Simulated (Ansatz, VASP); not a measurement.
# Al2Ru in VASP and in Ansatz

```
Al Ru
1.0
    -1.56068    1.56068    4.21155
     1.56068   -1.56068    4.21155
     1.56068    1.56068   -4.21155
Al Ru
2 1
Direct
  0.65908 0.65908 0.00000
  0.34092 0.34092 0.00000
  0.00000 0.00000 0.00000
```

Alike in both runs: functional PBEsol; k mesh 18 × 18 × 18; occupations gaussian, width 0.1 eV; no spin polarisation.

Ansatz relaxed the structure, and its values are those at the end. VASP's run is a single point on that final structure, the one shown.

|  | VASP | Ansatz |
| --- | --- | --- |
| version | VASP 6.6.1 | Ansatz 0.2.0 |
| potentials or method | VASP PAW PBE potentials, release 64 (Al, Ru_pv), cutoff 520 eV | scalar-relativistic, plane waves, PAW |
| valence electrons in the cell | 20 | 22 |

Ansatz gave:

| Quantity | Value |
| --- | --- |
| gap on the k mesh at the Fermi level (eV) | none |
| pressure (GPa) | 0.0 |

Question: Estimate VASP's values.

Answer: gap on the k mesh at the Fermi level (eV): none; pressure (GPa): 0.1.

VASP's potentials were made for PBE, not for PBEsol. A gap of «none» marks a metal or a gap that the smearing closes. VASP's potentials hold 20 valence electrons a cell and Ansatz's 22, so a difference there can come from the potentials and not from the codes.
